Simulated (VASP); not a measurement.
# ScAl3N4 (P6/mmm) in VASP: notebook

ScAl3N4 is run at these levels: PBE; tasks: single point.

Everything below comes from runs of VASP 6.6.1. Logs are shortened: lines on timing, memory, paths and dates and some standing lists are left out, and cuts for length are marked.

## 1. The cell of the first run

Symmetry: P6/mmm, No. 191, hexagonal system. Conventional cell: a = 5.091 Å, b = 5.091 Å, c = 4.001 Å, α = 90.00°, β = 90.00°, γ = 120.00°. Within 2.7 Å of Sc (site symmetry 6/mmm) lie 8 N at 2.00 to 2.55 Å. Within 2.7 Å of Al (site symmetry mmm) lie 4 N at 2.00 to 2.55 Å and 4 Al at 2.55 Å. Within 2.7 Å of N (site symmetry mmm) lie 2 Al at 2.00 Å and 4 N at 2.55 Å and 2 Sc at 2.55 Å. Within 2.7 Å of N (site symmetry 6/mmm) lie 2 Sc at 2.00 Å and 6 Al at 2.55 Å.

The cell was built from a structure type or drawn by symmetry, and may not be a known phase.

## 2. Single point, PBE

INCAR

```
SYSTEM = ScAl3N4
  ALGO = Normal
  EDIFF = 1E-6
  ENCUT = 600
  GGA = PE
  GGA_COMPAT = .FALSE.
  ISIF = 2
  ISMEAR = 0
  LASPH = .TRUE.
  LCHARG = .TRUE.
  LELF = .TRUE.
  LREAL = .FALSE.
  LVHAR = .TRUE.
  LWAVE = .FALSE.
  NBANDS = 30
  NELM = 120
  PREC = Accurate
  SIGMA = 0.15
```

KPOINTS

```
k-points
0
G
  3 3 2
  0 0 0
```

POSCAR

```
ScAl3N4
1.0
    5.0908830828     -0.0000000033      0.0000000000
   -2.5454415386      4.4088340790      0.0000000000
    0.0000000000      0.0000000000      4.0005326183
Sc Al N
1 3 4
Direct
    0.0000000000      0.0000000000      0.5000000000
    0.5000000000      0.0000000000      0.0000000000
    0.0000000000      0.5000000000      0.0000000000
    0.5000000000      0.5000000000      0.0000000000
    0.5000000000      0.0000000000      0.5000000000
    0.0000000000      0.5000000000      0.5000000000
    0.5000000000      0.5000000000      0.5000000000
    0.0000000000      0.0000000000      0.0000000000
```

Potentials or basis: VASP PAW PBE potentials, release 64 (Sc_sv, Al, N).

Run with:

```sh
$ cat potpaw_PBE.64/Sc_sv/POTCAR potpaw_PBE.64/Al/POTCAR potpaw_PBE.64/N/POTCAR > POTCAR
$ mpirun -np 1 vasp_std > vasp.out
```

OUTCAR:

```text
SYSTEM = ScAl3N4
   EDIFF = 1E-6
   ENCUT = 600
   GGA = PE
   ISIF = 2
   ISMEAR = 0
   LASPH = .TRUE.
   LREAL = .FALSE.
   NELM = 120
   PREC = Accurate

 ion  position               nearest neighbor table
   1  0.000  0.000  0.500-   8 2.00   8 2.00   7 2.55   7 2.55   6 2.55   6 2.55   5 2.55   5 2.55
                             4 3.24   4 3.24   4 3.24   4 3.24   3 3.24   3 3.24   3 3.24   3 3.24
   2  0.500  0.000  0.000-   5 2.00   5 2.00   3 2.55   3 2.55   4 2.55   4 2.55   8 2.55   8 2.55
                             1 3.24   1 3.24   1 3.24   1 3.24
   3  0.000  0.500  0.000-   6 2.00   6 2.00   2 2.55   2 2.55   8 2.55   8 2.55   4 2.55   4 2.55
                             1 3.24   1 3.24   1 3.24   1 3.24
   4  0.500  0.500  0.000-   7 2.00   7 2.00   8 2.55   8 2.55   2 2.55   2 2.55   3 2.55   3 2.55
                             1 3.24   1 3.24   1 3.24   1 3.24
   5  0.500  0.000  0.500-   2 2.00   2 2.00   1 2.55   1 2.55
   6  0.000  0.500  0.500-   3 2.00   3 2.00   1 2.55   1 2.55
   7  0.500  0.500  0.500-   4 2.00   4 2.00   1 2.55   1 2.55
   8  0.000  0.000  0.000-   1 2.00   1 2.00   4 2.55   4 2.55   3 2.55   3 2.55   2 2.55   2 2.55

  LATTYP: Found a hexagonal cell.
 ALAT       =     5.0908830828
 C/A-ratio  =     0.7858229217

  Lattice vectors:

 A1 = (   5.0908830828,  -0.0000000033,   0.0000000000)
 A2 = (  -2.5454415386,   4.4088340790,   0.0000000000)
 A3 = (   0.0000000000,   0.0000000000,   4.0005326183)

Analysis of symmetry for initial positions (statically):
=====================================================================
 Subroutine PRICEL returns:
 Original cell was already a primitive cell.

 Routine SETGRP: Setting up the symmetry group for a
 hexagonal supercell.

 Subroutine GETGRP returns: Found 24 space group operations
 (whereof 24 operations were pure point group operations)
 out of a pool of 24 trial point group operations.

The static configuration has the point symmetry D_6h.

Analysis of symmetry for dynamics (positions and initial velocities):
=====================================================================
 Subroutine PRICEL returns:
 Original cell was already a primitive cell.

 Routine SETGRP: Setting up the symmetry group for a
 hexagonal supercell.

 Subroutine GETGRP returns: Found 24 space group operations
 (whereof 24 operations were pure point group operations)
 out of a pool of 24 trial point group operations.

The dynamic configuration has the point symmetry D_6h.

 Subroutine INISYM returns: Found 24 space group operations
 (whereof 24 operations are pure point group operations),
 and found     1 'primitive' translations

----------------------------------------------------------------------------------------

                                     Primitive cell

  volume of cell :      89.7914

  direct lattice vectors                    reciprocal lattice vectors
     5.090883083 -0.000000003  0.000000000     0.196429575  0.113408668  0.000000000
    -2.545441539  4.408834079  0.000000000     0.000000000  0.226817336  0.000000000
     0.000000000  0.000000000  4.000532618     0.000000000  0.000000000  0.249966716

  length of vectors
     5.090883083  5.090883083  4.000532618     0.226817336  0.226817336  0.249966716

  position of ions in fractional coordinates (direct lattice)
     0.000000000  0.000000000  0.500000000
     0.500000000  0.000000000  0.000000000
     0.000000000  0.500000000  0.000000000
     0.500000000  0.500000000  0.000000000
     0.500000000  0.000000000  0.500000000
     0.000000000  0.500000000  0.500000000
     0.500000000  0.500000000  0.500000000
     0.000000000  0.000000000  0.000000000

  ion indices of the primitive-cell ions
   primitive index   ion index
                 1           1
                 2           2
                 3           3
                 4           4
                 5           5
                 6           6
                 7           7
                 8           8

----------------------------------------------------------------------------------------

 KPOINTS: k-points

Automatic generation of k-mesh.
 Grid dimensions read from file:
 generate k-points for:    3    3    2

 Generating k-lattice:

  Cartesian coordinates                     Fractional coordinates (reciprocal lattice)
     0.065476525  0.037802889  0.000000000     0.333333333 -0.000000000  0.000000000
     0.000000000  0.075605779  0.000000000     0.000000000  0.333333333  0.000000000
     0.000000000  0.000000000  0.124983358     0.000000000  0.000000000  0.500000000

  Length of vectors
     0.075605779  0.075605779  0.124983358

  Shift w.r.t. Gamma in fractional coordinates (k-lattice)
     0.000000000  0.000000000  0.000000000

 Subroutine IBZKPT returns following result:
 ===========================================

 Found      6 irreducible k-points:

 Following reciprocal coordinates:
            Coordinates               Weight
  0.000000  0.000000  0.000000      1.000000
  0.333333 -0.000000  0.000000      6.000000
  0.333333  0.333333  0.000000      2.000000
  0.000000  0.000000  0.500000      1.000000
  0.333333 -0.000000  0.500000      6.000000
  0.333333  0.333333  0.500000      2.000000
   k-points           NKPTS =      6   k-points in BZ     NKDIM =      6   number of bands    NBANDS=     30
   number of dos      NEDOS =    301   number of ions     NIONS =      8
   total plane-waves  NPLWV =  56448
   dimension x,y,z NGX =    42 NGY =   42 NGZ =   32
   dimension x,y,z NGXF=    84 NGYF=   84 NGZF=   64
   ions per type =               1   3   4
   NGX,Y,Z   is equivalent  to a cutoff of  13.72, 13.72, 13.30 a.u.
   NGXF,Y,Z  is equivalent  to a cutoff of  27.43, 27.43, 26.60 a.u.
 SYSTEM =  ScAl3N4
   PREC   = accura    normal or accurate (medium, high low for compatibility)
   ISTART =      0    job   : 0-new  1-cont  2-samecut
   ICHARG =      2    charge: 1-file 2-atom 10-const
   ISPIN  =      1    spin polarized calculation?
   LNONCOLLINEAR =      F non collinear calculations
   LSORBIT =      F    spin-orbit coupling
   LASPH  =      T    aspherical Exc in radial PAW
   ENCUT  =  600.0 eV  44.10 Ry    6.64 a.u.  10.17 10.17  7.99*2*pi/ulx,y,z
   NELM   =    120;   NELMIN=  2; NELMDL= -5     # of ELM steps
   EDIFF  = 0.1E-05   stopping-criterion for ELM
   LREAL  =      F    real-space projection
   EDIFFG = 0.1E-04   stopping-criterion for IOM
   NSW    =      0    number of steps for IOM
   IBRION =     -1    ionic relax: 0-MD 1-quasi-New 2-CG
   NFREE  =      0    steps in history (QN), initial steepest desc. (CG)
   ISIF   =      2    stress and relaxation
   ISYM   =      2    0-nonsym 1-usesym 2-fastsym
   POTIM  = 0.5000    time-step for ionic-motion
   TEBEG  =    0.0;   TEEND  =   0.0 temperature during run
   PSTRESS=    0.0 pullay stress
   NELECT =      40.0000    total number of electrons
   NUPDOWN=      -1.0000    fix difference up-down
   EMIN   =  10.00;   EMAX   =-10.00  energy-range for DOS
   EFERMI =   0.00;   METHOD = LEGACY
   ISMEAR =     0;   SIGMA  =   0.15  broadening in eV -4-tet -1-fermi 0-gaus
   EFERMI_NEDOS =   21; number of points for ismear=-14 and -15
   IALGO  =     38    algorithm
   IMIX   =      4    mixing-type and parameters
     AMIX     =   0.40;   BMIX     =  1.00
     AMIX_MAG =   1.60;   BMIX_MAG =  1.00
  volume/ion in A,a.u.               =      11.22        75.74
  Fermi-wavevector in a.u.,A,eV,Ry     =   1.250307  2.362737 21.269540  1.563267
  Thomas-Fermi vector in A             =   2.384307
   LORBIT       =      0    0 simple, 1 ext, 2 COOP (PROOUT), +10 PAW based schemes
   GGA     = PE    functional components
   LHFCALC =     F    Hartree Fock is set to
   AEXX    =    0.0000 exact exchange contribution
   IVDW    =     0    specifies the selected vdW correction
   LEPSILON=     F    determine dielectric tensor
   LRPA    =     F    only Hartree local field effects (RPA)
 non-spin polarized calculation
 Gauss-broadening in eV      SIGMA  =   0.15
  energy-cutoff  :      600.00
  volume of cell :       89.79
 maximum number of plane-waves:      3024
 NGX is ok and might be reduce to    42
   NGX = 21   NGY = 21   NGZ = 15

 number of electron      40.0000002 magnetization

 Free energy of the ion-electron system (eV)
  ---------------------------------------------------
  ext. energy  EPLUGINS =         0.00000000
  ---------------------------------------------------
  free energy    TOTEN  =       -49.20868612 eV

  energy without entropy =      -49.17277860  energy(sigma->0) =      -49.19073236

 E-fermi :   6.8911     XC(G=0): -11.2642

 val. band max:        6.7648052547   @ k =   0.3333   0.3333   0.5000
 cond. band min:       7.0025856955   @ k =   0.3333  -0.0000   0.0000
 fundamental gap:      0.2377804408
 Fermi energy:         6.8911293282

 k-point     1 :       0.0000    0.0000    0.0000
  band No.  band energies     occupation
      1     -42.0311      2.00000
      2     -20.7538      2.00000
      3     -20.6965      2.00000
      4     -20.6965      2.00000
      5      -8.8865      2.00000
      6      -6.7729      2.00000
[... 22 lines left out ...]
     29      10.7787      0.00000
     30      13.0968      0.00000

 k-point     2 :       0.3333   -0.0000    0.0000
  band No.  band energies     occupation
      1     -42.0310      2.00000
      2     -20.7535      2.00000
      3     -20.7042      2.00000
      4     -20.6987      2.00000
      5      -8.3417      2.00000
      6      -7.1074      2.00000
[... 22 lines left out ...]
     29      11.9492      0.00000
     30      12.4612      0.00000

 k-point     3 :       0.3333    0.3333    0.0000
  band No.  band energies     occupation
      1     -42.0309      2.00000
      2     -20.7533      2.00000
      3     -20.7039      2.00000
      4     -20.7039      2.00000
      5      -7.5041      2.00000
      6      -7.5041      2.00000
[... 22 lines left out ...]
     29      12.0618      0.00000
     30      12.4819      0.00000

 k-point     4 :       0.0000    0.0000    0.5000
  band No.  band energies     occupation
      1     -42.0285      2.00000
      2     -20.8686      2.00000
      3     -20.6898      2.00000
      4     -20.6898      2.00000
      5      -8.1970      2.00000
      6      -6.3249      2.00000
[... 22 lines left out ...]
     29      11.7422      0.00000
     30      11.7736      0.00000

 k-point     5 :       0.3333   -0.0000    0.5000
  band No.  band energies     occupation
      1     -42.0284      2.00000
      2     -20.8677      2.00000
      3     -20.6968      2.00000
      4     -20.6918      2.00000
      5      -7.7458      2.00000
      6      -6.5388      2.00000
[... 22 lines left out ...]
     29      12.1717      0.00000
     30      12.4855      0.00000

 k-point     6 :       0.3333    0.3333    0.5000
  band No.  band energies     occupation
      1     -42.0283      2.00000
      2     -20.8672      2.00000
      3     -20.6966      2.00000
      4     -20.6966      2.00000
      5      -7.1328      2.00000
      6      -7.1328      2.00000
[... 22 lines left out ...]
     29      11.8942      0.00000
     30      13.6498      0.00000

------------------------ aborting loop because EDIFF is reached ----------------------------------------

  FORCE on cell =-STRESS in cart. coord.  units (eV):
  Direction    XX          YY          ZZ          XY          YZ          ZX
  --------------------------------------------------------------------------------------
  -------------------------------------------------------------------------------------
  Total        0.0844845      0.0844845      0.5401749     -0.0000000     -0.0000000      0.0000000
  in kB        1.5074847      1.5074847      9.6385177     -0.0000000     -0.0000000      0.0000000
  external PRESSURE =       4.2178290 kB  Pullay stress =       0.0000000 kB

 VOLUME and BASIS-vectors are now :
 -----------------------------------------------------------------------------
  energy-cutoff  :      600.00
  volume of cell :       89.79
      direct lattice vectors                 reciprocal lattice vectors
     5.090883083 -0.000000003  0.000000000     0.196429575  0.113408668  0.000000000
    -2.545441539  4.408834079  0.000000000     0.000000000  0.226817336  0.000000000
     0.000000000  0.000000000  4.000532618     0.000000000  0.000000000  0.249966716

 POSITION                                       TOTAL-FORCE (eV/Angst)
 -----------------------------------------------------------------------------------
      0.00000      0.00000      2.00027         0.000000      0.000000      0.000000
      2.54544     -0.00000      0.00000         0.000000      0.000000      0.000000
     -1.27272      2.20442      0.00000         0.000000      0.000000      0.000000
      1.27272      2.20442      0.00000         0.000000      0.000000      0.000000
      2.54544     -0.00000      2.00027         0.000000      0.000000      0.000000
     -1.27272      2.20442      2.00027         0.000000      0.000000      0.000000
      1.27272      2.20442      2.00027        -0.000000      0.000000      0.000000
      0.00000      0.00000      0.00000         0.000000      0.000000      0.000000
 -----------------------------------------------------------------------------------
    total drift:                                0.000000     -0.000000      0.000000

  FREE ENERGIE OF THE ION-ELECTRON SYSTEM (eV)
  ---------------------------------------------------
  free  energy   TOTEN  =       -49.2086861226 eV

  energy  without entropy=      -49.1727785952  energy(sigma->0) =      -49.19073236
```

It took 20 s on 1 thread of Intel Xeon 6975P-C (Granite Rapids), shared host; peak memory 0.23 GiB.

What came out:

| Item | Value |
| --- | --- |
| Free energy | -49.2087 eV |
| Pressure | 0.4 GPa |
| Band gap on the k mesh | zero (bands 20 and 21 overlap by 0.82 eV) |

Stress tensor (GPa, compression positive):
```
0.15 0.00 0.00
0.00 0.15 0.00
0.00 0.00 0.96
```

Levels at points of the mesh, in eV from the Fermi level:
| k point | band 17 | band 18 | band 19 | band 20 | band 21 | band 22 | band 23 | band 24 |
| --- | --- | --- | --- | --- | --- | --- | --- | --- |
| (0.00, 0.00, 0.00) | -1.75 | -0.65 | 0.21 | 0.35 | 1.40 | 1.40 | 1.51 | 1.51 |
| (0.00, 0.00, 0.50) | -3.59 | -2.54 | 0.26 | 0.69 | 1.41 | 1.41 | 3.18 | 3.18 |

Caveat: the k points lie up to 0.79 Å⁻¹ apart, too coarse for converged energies and pressures of a metal.

## 3. Single point, PBE

This run uses another cell than the first one, of 12.99 Å³/atom.

INCAR

```
SYSTEM = ScAl3N4
PREC = Accurate
ENCUT = 600
EDIFF = 1E-6
ISMEAR = 0
SIGMA = 0.15
LREAL = .False.
LASPH = .True.
NELM = 120
ALGO = Normal
ISIF = 2
LWAVE = .False.
LCHARG = .False.
GGA = PE
NBANDS = 30
GGA_COMPAT = .False.
```

KPOINTS

```
regular mesh
0
Gamma
  3 3 2
  0 0 0
```

POSCAR

```
ScAl3N4
1.0
    4.7790489537      0.0000000000      0.0000000000
   -2.3895244768      4.1387777998      0.0000000000
    0.0000000000      0.0000000000      5.2527086108
Sc Al N
1 3 4
Direct
    0.0000000000      0.0000000000      0.5000000000
    0.5000000000      0.0000000000      0.0000000000
    0.0000000000      0.5000000000      0.0000000000
    0.5000000000      0.5000000000      0.0000000000
    0.0000000000      0.0000000000      0.1315851920
    0.0000000000      0.0000000000      0.8684148080
    0.3333333333      0.6666666667      0.5000000000
    0.6666666667      0.3333333333      0.5000000000
```

Potentials or basis: VASP PAW PBE potentials, release 64 (Sc_sv, Al, N).

Run with:

```sh
$ cat potpaw_PBE.64/Sc_sv/POTCAR potpaw_PBE.64/Al/POTCAR potpaw_PBE.64/N/POTCAR > POTCAR
$ mpirun -np 1 vasp_std > vasp.out
```

Wall time 22 s (1 thread of Intel Xeon 6975P-C (Granite Rapids), shared host); peak memory 0.24 GiB.

Results (log left out):

```
Free energy            : -42.3468 eV
Pressure               : 0.3 GPa
Largest force          : 0.018 eV/Å
Band gap on the k mesh : zero (bands 20 and 21 overlap by 0.85 eV)
```

Forces on the atoms (eV/Å):
```
Sc   0.000  0.000  0.000
Al   0.000  0.000  0.000
Al   0.000  0.000  0.000
Al   0.000  0.000  0.000
N    0.000  0.000 -0.018
N    0.000  0.000  0.018
N    0.000  0.000  0.000
N    0.000  0.000  0.000
```

Stress tensor (GPa, compression positive):
```
0.13 0.00 0.00
0.00 0.13 0.00
0.00 0.00 0.59
```

Levels at points of the mesh, in eV from the Fermi level:
```tsv
k point	band 18	band 19	band 20	band 21	band 22	band 23
(0.00, 0.00, 0.00)	-1.96	-0.87	0.17	0.17	0.27	0.27
(0.00, 0.00, 0.50)	-0.81	-0.81	-0.78	0.20	0.69	0.69
```

Caveat: the k points lie up to 0.60 Å⁻¹ apart, too coarse for converged energies and pressures of a metal.
